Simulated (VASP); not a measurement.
# AgRh (P-6m2) in VASP: notebook

Runs on AgRh. Level: PBE. Tasks: single point.

All numbers are computed with VASP 6.6.1; they aren't measurements. Logs are shortened: lines on timing, memory, paths and dates and some standing lists are left out, and cuts for length are marked.

## (1) The cell of the first run

Symmetry: P-6m2, No. 187, hexagonal system. The conventional cell has a = 2.721 Å, b = 2.721 Å, c = 4.710 Å, α = 90.00°, β = 90.00°, γ = 120.00°. Ag (site symmetry -6m2) has 6 Ag at 2.72 Å and 6 Rh at 2.83 Å within 3.6 Å. Within 3.6 Å of Rh (site symmetry -6m2) lie 6 Rh at 2.72 Å and 6 Ag at 2.83 Å.

## (2) Single point, PBE

INCAR reads:

```
SYSTEM = AgRh
PREC = Accurate ; ENCUT = 520
EDIFF = 1E-6 ; ISMEAR = -1
SIGMA = 0.1 ; LREAL = .False.
LASPH = .True. ; NELM = 60
ALGO = Normal ; ISIF = 2
LWAVE = .False. ; LCHARG = .True.
GGA = PE ; LELF = .True.
LVHAR = .True. ; NBANDS = 20
```

KPOINTS reads:

```
regular mesh
0
Gamma
  10 10 5
  0 0 0
```

POSCAR reads:

```
AgRh
1.0
    2.7208885797      0.0000000000      0.0000000000
   -1.3604393919      2.3563552011      0.0000000000
    0.0000000000      0.0000000000      4.7104377624
Ag Rh
1 1
Direct
    0.0000000000      0.0000000000      0.5000000000
    0.6666666667      0.3333333333      0.0000000000
```

Potentials or basis: VASP PAW PBE potentials, release 64 (Ag, Rh_pv).

Command:

```sh
$ cat potpaw_PBE.64/Ag/POTCAR potpaw_PBE.64/Rh_pv/POTCAR > POTCAR
$ mpirun -np 1 vasp_std > vasp.out
```

OUTCAR:

```text
SYSTEM = AgRh
   PREC = Accurate
   ENCUT = 520
   EDIFF = 1E-6
   ISMEAR = -1
   LREAL = .False.
   LASPH = .True.
   NELM = 60
   ISIF = 2
   GGA = PE

 ion  position               nearest neighbor table
   1  0.000  0.000  0.500-   2 2.83   2 2.83   2 2.83   2 2.83   2 2.83   2 2.83
   2  0.667  0.333  0.000-   1 2.83   1 2.83   1 2.83   1 2.83   1 2.83   1 2.83

  LATTYP: Found a hexagonal cell.
 ALAT       =     2.7208885797
 C/A-ratio  =     1.7312130300

  Lattice vectors:

 A1 = (   2.7208885797,   0.0000000000,   0.0000000000)
 A2 = (  -1.3604393919,   2.3563552011,   0.0000000000)
 A3 = (   0.0000000000,   0.0000000000,   4.7104377624)

Analysis of symmetry for initial positions (statically):
=====================================================================
 Subroutine PRICEL returns:
 Original cell was already a primitive cell.

 Routine SETGRP: Setting up the symmetry group for a
 hexagonal supercell.

 Subroutine GETGRP returns: Found 12 space group operations
 (whereof 12 operations were pure point group operations)
 out of a pool of 24 trial point group operations.

The static configuration has the point symmetry D_3h.

Analysis of symmetry for dynamics (positions and initial velocities):
=====================================================================
 Subroutine PRICEL returns:
 Original cell was already a primitive cell.

 Routine SETGRP: Setting up the symmetry group for a
 hexagonal supercell.

 Subroutine GETGRP returns: Found 12 space group operations
 (whereof 12 operations were pure point group operations)
 out of a pool of 24 trial point group operations.

The dynamic configuration has the point symmetry D_3h.

 Subroutine INISYM returns: Found 12 space group operations
 (whereof 12 operations are pure point group operations),
 and found     1 'primitive' translations

----------------------------------------------------------------------------------------

                                     Primitive cell

  volume of cell :      30.2004

  direct lattice vectors                    reciprocal lattice vectors
     2.720888580  0.000000000  0.000000000     0.367526994  0.212191354  0.000000000
    -1.360439392  2.356355201  0.000000000     0.000000000  0.424384235  0.000000000
     0.000000000  0.000000000  4.710437762     0.000000000  0.000000000  0.212294494

  length of vectors
     2.720888580  2.720883160  4.710437762     0.424383390  0.424384235  0.212294494

  position of ions in fractional coordinates (direct lattice)
     0.000000000  0.000000000  0.500000000
     0.666666667  0.333333333  0.000000000

  ion indices of the primitive-cell ions
   primitive index   ion index
                 1           1
                 2           2

----------------------------------------------------------------------------------------

 KPOINTS: regular mesh

Automatic generation of k-mesh.
 Grid dimensions read from file:
 generate k-points for:   10   10    5

 Generating k-lattice:

  Cartesian coordinates                     Fractional coordinates (reciprocal lattice)
     0.036752699  0.021219135  0.000000000     0.100000000  0.000000000  0.000000000
     0.000000000  0.042438424  0.000000000     0.000000000  0.100000000  0.000000000
     0.000000000  0.000000000  0.042458899     0.000000000  0.000000000  0.200000000

  Length of vectors
     0.042438339  0.042438424  0.042458899

  Shift w.r.t. Gamma in fractional coordinates (k-lattice)
     0.000000000  0.000000000  0.000000000

 Subroutine IBZKPT returns following result:
 ===========================================

 Found     42 irreducible k-points:

 Following reciprocal coordinates:
            Coordinates               Weight
  0.000000  0.000000  0.000000      1.000000
  0.100000  0.000000  0.000000      6.000000
  0.200000  0.000000  0.000000      6.000000
  0.300000  0.000000  0.000000      6.000000
  0.400000  0.000000  0.000000      6.000000
  0.500000  0.000000  0.000000      3.000000
[... 16 lines left out ...]
  0.300000  0.100000  0.200000     24.000000
  0.400000  0.100000  0.200000     24.000000
 [... further k-points ...]
   k-points           NKPTS =     42   k-points in BZ     NKDIM =     42   number of bands    NBANDS=     20
   number of dos      NEDOS =    301   number of ions     NIONS =      2
   total plane-waves  NPLWV =  14400
   dimension x,y,z NGX =    20 NGY =   20 NGZ =   36
   dimension x,y,z NGXF=    40 NGYF=   40 NGZF=   72
   ions per type =               1   1
   NGX,Y,Z   is equivalent  to a cutoff of  12.22, 12.22, 12.71 a.u.
   NGXF,Y,Z  is equivalent  to a cutoff of  24.44, 24.44, 25.41 a.u.
 SYSTEM =  AgRh
   PREC   = accura    normal or accurate (medium, high low for compatibility)
   ISTART =      0    job   : 0-new  1-cont  2-samecut
   ICHARG =      2    charge: 1-file 2-atom 10-const
   ISPIN  =      1    spin polarized calculation?
   LNONCOLLINEAR =      F non collinear calculations
   LSORBIT =      F    spin-orbit coupling
   LASPH  =      T    aspherical Exc in radial PAW
   ENCUT  =  520.0 eV  38.22 Ry    6.18 a.u.   5.06  5.06  8.76*2*pi/ulx,y,z
   NELM   =     60;   NELMIN=  2; NELMDL= -5     # of ELM steps
   EDIFF  = 0.1E-05   stopping-criterion for ELM
   LREAL  =      F    real-space projection
   EDIFFG = 0.1E-04   stopping-criterion for IOM
   NSW    =      0    number of steps for IOM
   IBRION =     -1    ionic relax: 0-MD 1-quasi-New 2-CG
   NFREE  =      0    steps in history (QN), initial steepest desc. (CG)
   ISIF   =      2    stress and relaxation
   ISYM   =      2    0-nonsym 1-usesym 2-fastsym
   POTIM  = 0.5000    time-step for ionic-motion
   TEBEG  =    0.0;   TEEND  =   0.0 temperature during run
   PSTRESS=    0.0 pullay stress
   NELECT =      26.0000    total number of electrons
   NUPDOWN=      -1.0000    fix difference up-down
   EMIN   =  10.00;   EMAX   =-10.00  energy-range for DOS
   EFERMI =   0.00;   METHOD = LEGACY
   ISMEAR =    -1;   SIGMA  =   0.10  broadening in eV -4-tet -1-fermi 0-gaus
   EFERMI_NEDOS =   21; number of points for ismear=-14 and -15
   IALGO  =     38    algorithm
   IMIX   =      4    mixing-type and parameters
     AMIX     =   0.40;   BMIX     =  1.00
     AMIX_MAG =   1.60;   BMIX_MAG =  1.00
  volume/ion in A,a.u.               =      15.10       101.90
  Fermi-wavevector in a.u.,A,eV,Ry     =   1.557382  2.943024 33.000077  2.425437
  Thomas-Fermi vector in A             =   2.661040
   LORBIT       =      0    0 simple, 1 ext, 2 COOP (PROOUT), +10 PAW based schemes
   GGA     = PE    functional components
   LHFCALC =     F    Hartree Fock is set to
   AEXX    =    0.0000 exact exchange contribution
   IVDW    =     0    specifies the selected vdW correction
   LEPSILON=     F    determine dielectric tensor
   LRPA    =     F    only Hartree local field effects (RPA)
 non-spin polarized calculation
  energy-cutoff  :      520.00
  volume of cell :       30.20
 maximum number of plane-waves:       833
   NGX = 11   NGY = 11   NGZ = 17

 number of electron      26.0000013 magnetization

 Free energy of the ion-electron system (eV)
  ---------------------------------------------------
  ext. energy  EPLUGINS =         0.00000000
  ---------------------------------------------------
  free energy    TOTEN  =        -9.44503342 eV

  energy without entropy =       -9.34984808  energy(sigma->0) =       -9.39744075

 E-fermi :   9.8634     XC(G=0): -13.1712

 val. band max:        9.8256926932   @ k =   0.0000   0.0000   0.0000
 cond. band min:       9.8669776142   @ k =   0.1000   0.0000   0.4000
 fundamental gap:      0.0412849210
 Fermi energy:         9.8633857402

 k-point     1 :       0.0000    0.0000    0.0000
  band No.  band energies     occupation
      1     -35.9148      2.00000
      2     -35.8839      2.00000
      3     -35.8838      2.00000
      4       2.1760      2.00000
      5       3.6529      2.00000
      6       5.2591      2.00000
[... 12 lines left out ...]
     19      28.8052      0.00000
     20      31.8815      0.00000

 k-point     2 :       0.1000    0.0000    0.0000
  band No.  band energies     occupation
      1     -35.9323      2.00000
      2     -35.9083      2.00000
      3     -35.8954      2.00000
      4       2.5061      2.00000
      5       3.8505      2.00000
      6       5.1250      2.00000
[... 12 lines left out ...]
     19      28.4524      0.00000
     20      30.0361      0.00000

 k-point     3 :       0.2000    0.0000    0.0000
  band No.  band energies     occupation
      1     -36.0581      2.00000
      2     -35.9257      2.00000
      3     -35.8912      2.00000
      4       3.3413      2.00000
      5       4.2230      2.00000
      6       5.0308      2.00000
[... 12 lines left out ...]
     19      28.0739      0.00000
     20      28.4858      0.00000

 k-point     4 :       0.3000    0.0000    0.0000
  band No.  band energies     occupation
      1     -36.2114      2.00000
      2     -35.9628      2.00000
      3     -35.8699      2.00000
      4       3.7136      2.00000
      5       4.5599      2.00000
      6       4.7738      2.00000
[... 12 lines left out ...]
     19      25.7956      0.00000
     20      27.6141      0.00000

 k-point     5 :       0.4000    0.0000    0.0000
  band No.  band energies     occupation
      1     -36.3336      2.00000
      2     -35.9927      2.00000
      3     -35.8527      2.00000
      4       3.4885      2.00000
      5       4.2877      2.00000
      6       4.7588      2.00000
[... 12 lines left out ...]
     19      23.7468      0.00000
     20      24.2041      0.00000

 k-point     6 :       0.5000    0.0000    0.0000
  band No.  band energies     occupation
      1     -36.3798      2.00000
      2     -36.0041      2.00000
      3     -35.8461      2.00000
      4       3.3797      2.00000
      5       4.1187      2.00000
      6       4.7593      2.00000
[... 12 lines left out ...]
     19      22.6127      0.00000
     20      22.9939      0.00000

 k-point     7 :       0.1000    0.1000    0.0000
  band No.  band energies     occupation
      1     -36.0159      2.00000
      2     -35.9199      2.00000
      3     -35.8965      2.00000
      4       3.1152      2.00000
      5       4.1741      2.00000
      6       4.8974      2.00000
[... 12 lines left out ...]
     19      28.4010      0.00000
     20      29.0516      0.00000
[... 277 lines left out ...]
 k-point    20 :       0.5000    0.0000    0.2000
  band No.  band energies     occupation
      1     -36.3797      2.00000
      2     -36.0042      2.00000
      3     -35.8460      2.00000
      4       3.3896      2.00000
      5       3.9432      2.00000
      6       5.0305      2.00000
[... 12 lines left out ...]
     19      23.3836      0.00000
     20      23.6026      0.00000

 k-point    21 :       0.1000    0.1000    0.2000
  band No.  band energies     occupation
      1     -36.0159      2.00000
      2     -35.9199      2.00000
      3     -35.8970      2.00000
      4       3.3534      2.00000
      5       4.2616      2.00000
      6       4.9000      2.00000
[... 12 lines left out ...]
     19      27.6412      0.00000
     20      28.1497      0.00000

 k-point    22 :       0.2000    0.1000    0.2000
  band No.  band energies     occupation
      1     -36.1468      2.00000
      2     -35.9622      2.00000
      3     -35.8776      2.00000
      4       4.0170      2.00000
      5       4.5166      2.00000
      6       4.9251      2.00000
[... 12 lines left out ...]
     19      26.2363      0.00000
     20      27.7869      0.00000

 k-point    23 :       0.3000    0.1000    0.2000
  band No.  band energies     occupation
      1     -36.2754      2.00000
      2     -36.0047      2.00000
      3     -35.8581      2.00000
      4       3.8317      2.00000
      5       4.3247      2.00000
      6       5.0413      2.00000
[... 12 lines left out ...]
     19      23.8008      0.00000
     20      26.4708      0.00000

 k-point    24 :       0.4000    0.1000    0.2000
  band No.  band energies     occupation
      1     -36.3541      2.00000
      2     -36.0309      2.00000
      3     -35.8460      2.00000
      4       3.6191      2.00000
      5       4.0772      2.00000
      6       5.1149      2.00000
[... 12 lines left out ...]
     19      22.9201      0.00000
     20      24.5642      0.00000

 [... further k-points ...]
[... 5 lines left out ...]
  --------------------------------------------------------------------------------------
  -------------------------------------------------------------------------------------
  Total        1.7867542      1.7867490      1.2518826      0.0000037      0.0000000      0.0000000
  in kB       94.7900205     94.7897445     66.4142694      0.0001970      0.0000000      0.0000000
  external PRESSURE =      85.3313448 kB  Pullay stress =       0.0000000 kB

 VOLUME and BASIS-vectors are now :
 -----------------------------------------------------------------------------
  energy-cutoff  :      520.00
  volume of cell :       30.20
      direct lattice vectors                 reciprocal lattice vectors
     2.720888580  0.000000000  0.000000000     0.367526994  0.212191354  0.000000000
    -1.360439392  2.356355201  0.000000000     0.000000000  0.424384235  0.000000000
     0.000000000  0.000000000  4.710437762     0.000000000  0.000000000  0.212294494

 POSITION                                       TOTAL-FORCE (eV/Angst)
 -----------------------------------------------------------------------------------
      0.00000      0.00000      2.35522         0.000000      0.000000      0.000000
      1.36045      0.78545      0.00000         0.000000     -0.000000      0.000000
 -----------------------------------------------------------------------------------
    total drift:                               -0.000004     -0.000003      0.000000

  FREE ENERGIE OF THE ION-ELECTRON SYSTEM (eV)
  ---------------------------------------------------
  free  energy   TOTEN  =        -9.4450334221 eV

  energy  without entropy=       -9.3498480775  energy(sigma->0) =       -9.39744075
```

Run time: 17 s. Hardware: 1 thread of AMD EPYC 7R43 (Zen 3), shared host; peak memory 0.12 GiB.

Results:

```
Free energy            : -9.4450 eV
Pressure               : 8.5 GPa
Band gap on the k mesh : zero (band 13 reaches 11.06 eV, above the bottom of band 14 at 9.70 eV)
```

Stress tensor (GPa, compression positive):
```
9.48 0.00 0.00
0.00 9.48 0.00
0.00 0.00 6.64
```

## (3) Single point, PBE

This run uses another cell than the first one, of 15.74 Å³/atom, 1.043 times its volume.

INCAR reads:

```
PREC = Accurate
ENCUT = 520
EDIFF = 1E-6
ISMEAR = -1
SIGMA = 0.1
LREAL = F
LASPH = T
NELM = 80
ALGO = Normal
ISIF = 2
LWAVE = F
LCHARG = F
GGA = PE
NBANDS = 20
```

KPOINTS reads:

```
regular mesh
0
Gamma
  10 10 5
```

POSCAR reads:

```
AgRh
1.0
    2.7589478947      0.0000000000      0.0000000000
   -1.3794689809      2.3893154867      0.0000000000
    0.0000000000      0.0000000000      4.7763265444
Ag Rh
1 1
Direct
    0.0000000000      0.0000000000      0.5000000000
    0.6666666667      0.3333333333      0.0000000000
```

Potentials or basis: VASP PAW PBE potentials, release 64 (Ag, Rh_pv).

Command:

```sh
$ cat potpaw_PBE.64/Ag/POTCAR potpaw_PBE.64/Rh_pv/POTCAR > POTCAR
$ mpirun -np 1 vasp_std > vasp.out
```

Wall time 23 s (1 thread of AMD EPYC 7R43 (Zen 3), shared host); peak memory 0.13 GiB.

Results (log left out):

- Free energy: -9.4832 eV
- Pressure: 1.0 GPa
- Band gap on the k mesh: zero (band 13 reaches 10.32 eV, above the bottom of band 14 at 9.06 eV)

Stress tensor (GPa, compression positive):
```
1.54 0.00 0.00
0.00 1.54 0.00
0.00 0.00 0.00
```

Levels at points of the mesh, in eV from the Fermi level:
| k point | band 11 | band 12 | band 13 | band 14 | band 15 | band 16 |
| --- | --- | --- | --- | --- | --- | --- |
| (0.00, 0.00, 0.00) | -1.89 | -1.89 | 0.07 | 0.10 | 0.10 | 5.42 |
| (0.50, 0.00, 0.00) | -1.70 | -0.14 | 1.11 | 1.82 | 4.02 | 8.49 |

## (4) Single point, PBE

This run uses another cell than the first one, of 16.71 Å³/atom, 1.106 times its volume.

INCAR reads:

```
  ALGO = Normal
  EDIFF = 1E-6
  ENCUT = 520
  GGA = PE
  ISIF = 2
  ISMEAR = -1
  LASPH = True
  LCHARG = True
  LELF = True
  LREAL = False
  LVHAR = True
  LWAVE = False
  NBANDS = 20
  NELM = 60
  PREC = Accurate
  SIGMA = 0.1
```

KPOINTS reads:

```
k-points
0
Gamma
  10 10 5
```

POSCAR reads:

```
AgRh
1.0
    2.8141414285      0.0000000000      0.0000000000
   -1.4070656484      2.4371144195      0.0000000000
    0.0000000000      0.0000000000      4.8718783092
Ag Rh
1 1
Direct
    0.0000000000      0.0000000000      0.5000000000
    0.6666666667      0.3333333333      0.0000000000
```

Command:

```sh
$ cat potpaw_PBE.64/Ag/POTCAR potpaw_PBE.64/Rh_pv/POTCAR > POTCAR
$ mpirun -np 1 vasp_std > vasp.out
```

Run time: 25 s. Hardware: 1 thread of AMD EPYC 7R43 (Zen 3), shared host; peak memory 0.13 GiB.

Results (log left out):

* Free energy: -9.4448 eV
* Pressure: -7.1 GPa
* Band gap on the k mesh: zero (band 13 reaches 9.32 eV, above the bottom of band 14 at 8.19 eV)

Levels at points of the mesh, in eV from the Fermi level:
```
           k point  band 10  band 11  band 12  band 13  band 14  band 15  band 16  band 17
(0.00, 0.00, 0.00)    -3.10    -1.72    -1.72     0.09     0.09     0.22     5.02    16.49
(0.50, 0.00, 0.00)    -2.28    -1.53    -0.14     1.00     1.73     3.80     8.10     8.41
```

## (5) Overview

```csv
cell,gap on the mesh (eV),pressure (GPa)
"a = 2.721, b = 2.721, c = 4.710 Å, angles 90.0, 90.0, 120.0°, 2 atoms",none,8.5
"a = 2.759, b = 2.759, c = 4.776 Å, angles 90.0, 90.0, 120.0°, 2 atoms",none,1.0
"a = 2.814, b = 2.814, c = 4.872 Å, angles 90.0, 90.0, 120.0°, 2 atoms",none,-7.1
```

Alike in all rows: task single point; level PBE; potentials or basis VASP PAW PBE potentials, release 64 (Ag, Rh_pv); no spin polarisation; k mesh 10 × 10 × 5; cutoff (eV) 520; smearing fermi-dirac 0.1 eV.

Absolute energies hang on the potentials; compare differences alone.
